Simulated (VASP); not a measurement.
Al16N15F (a cell with a defect): single point with PBE

Al16N15F (a cell with a defect):

```
Al N F
1.0
     6.25951    0.00000    0.00000
    -3.12976    5.42090    0.00000
     0.00000    0.00000   10.03481
Al N F
16 15 1
Direct
  0.33214 0.16663 0.24877
  0.16628 0.33274 0.50395
  0.33171 0.16728 0.75299
  0.16610 0.33266 0.00146
  0.33231 0.66336 0.24882
  0.19311 0.84644 0.50790
  0.33143 0.66160 0.75287
  0.17585 0.83770 0.99803
  0.83552 0.16661 0.24884
  0.65272 0.30604 0.50791
  0.83718 0.16721 0.75286
  0.66123 0.32303 0.99794
  0.83348 0.66525 0.19988
  0.65373 0.84523 0.50826
  0.83351 0.66530 0.75730
  0.66182 0.83696 0.99792
  0.33180 0.16722 0.44081
  0.16759 0.33123 0.19167
  0.33104 0.16774 0.94056
  0.16786 0.33088 0.69065
  0.33154 0.66587 0.44067
  0.17231 0.83369 0.19125
  0.33115 0.66587 0.94031
  0.16531 0.82980 0.69133
  0.83307 0.16734 0.44069
  0.66494 0.32637 0.19118
  0.83287 0.16749 0.94024
  0.66925 0.33352 0.69137
  0.66574 0.83338 0.19114
  0.83192 0.66688 0.94978
  0.66913 0.82912 0.69140
  0.83198 0.66675 0.45159
```

- Program: VASP 6.6.1
- Task: single point
- Functional: PBE
- Potentials or basis: VASP PAW PBE potentials, release 64 (Al, N, F)
- Cutoff: 520 eV
- k mesh: 2 × 2 × 2, shifted
- Occupations: fermi-dirac, width 0.01 eV
- Spin: no spin polarisation
- Dipole correction: no
- Charge: 2
- Further INCAR settings: LREAL = Auto; ALGO = Normal; EDIFF = 1e-06; NBANDS = 87; NELECT = 128.0

```
Largest force : 0.280 eV/Å
```

Forces on the atoms (eV/Å):
```
Al   0.105 -0.065 -0.065
Al  -0.085  0.044 -0.096
Al   0.089 -0.056 -0.080
Al  -0.125  0.071 -0.103
Al   0.120 -0.055 -0.082
Al  -0.013  0.028 -0.065
Al   0.094 -0.072 -0.090
Al  -0.159  0.023 -0.081
Al   0.105 -0.073 -0.082
Al  -0.037 -0.009 -0.066
Al   0.110 -0.056 -0.094
Al  -0.106  0.114 -0.076
Al   0.177 -0.104 -0.055
Al  -0.131  0.066 -0.182
Al   0.119 -0.066 -0.091
Al  -0.099  0.054 -0.088
N    0.103 -0.055  0.056
N   -0.175  0.105  0.108
N    0.205 -0.113  0.059
N   -0.174  0.102  0.116
N    0.186 -0.049  0.101
N   -0.237  0.030  0.001
N    0.201 -0.076  0.102
N   -0.163  0.083  0.118
N    0.137 -0.130  0.101
N   -0.132  0.200  0.003
N    0.167 -0.125  0.109
N   -0.166  0.099  0.113
N   -0.179  0.086  0.082
N    0.179 -0.100  0.191
N   -0.148  0.112  0.109
F    0.031 -0.015  0.025
```

Levels at points of the mesh, in eV from the Fermi level:
```tsv
k point	band 61	band 62	band 63	band 64	band 65	band 66	band 67	band 68
(0.25, 0.25, 0.25)	-0.76	-0.68	-0.60	-0.43	4.45	4.98	5.63	5.81
```

Run time: 6.4 min on 1 thread of AMD EPYC 9R45 96-Core Processor (Zen 5) (shared host), peak memory 0.52 GiB.

Caveat: the k points lie up to 0.58 Å⁻¹ apart; the cell carries a net charge on a neutralising background, which shifts energy and pressure; the cell is charged against a uniform background, so pressure and absolute levels hang on convention.
